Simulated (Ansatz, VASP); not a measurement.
One calculation of HfB3N, two programs

```
Hf B N
1.0
     3.69860    0.00000    0.00000
    -1.84930    3.20308    0.00000
     0.00000    0.00000    6.42972
Hf B N
1 3 1
Direct
  0.66667 0.33333 0.50000
  0.66667 0.33333 0.87653
  0.66667 0.33333 0.12347
  0.33333 0.66667 0.50000
  0.33333 0.66667 0.00000
```

Alike in both runs: functional PBE; k mesh 5 × 5 × 3; occupations gaussian, width 0.2 eV; no spin polarisation.

Ansatz relaxed the structure, and its values are those at the end. VASP's run is a single point on that final structure, the one shown.

```csv
,VASP,Ansatz
version,VASP 6.6.1,Ansatz 0.2.0
potentials or method,"VASP PAW PBE potentials, release 64 (Hf_pv, B, N), cutoff 600 eV","scalar-relativistic, plane waves, PAW"
valence electrons in the cell,24,40
```

|  | VASP | Ansatz | Ansatz less VASP |
| --- | --- | --- | --- |
| gap on the k mesh at the Fermi level (eV) | none | none | - |
| pressure (GPa) | 0.2 | 0.0 | -0.18 |
| rms of the force components (eV/Å) | 0.006 | 0.003 | -0.0027 |

A gap of «none» marks a metal or a gap that the smearing closes. With one functional, cell and mesh, what is left measures potentials, basis and numerics. VASP's potentials hold 24 valence electrons a cell and Ansatz's 40, so a difference there can come from the potentials and not from the codes.

The k mesh is coarse, so the values compare programs but aren't converged. Neither program's run includes spin-orbit coupling.
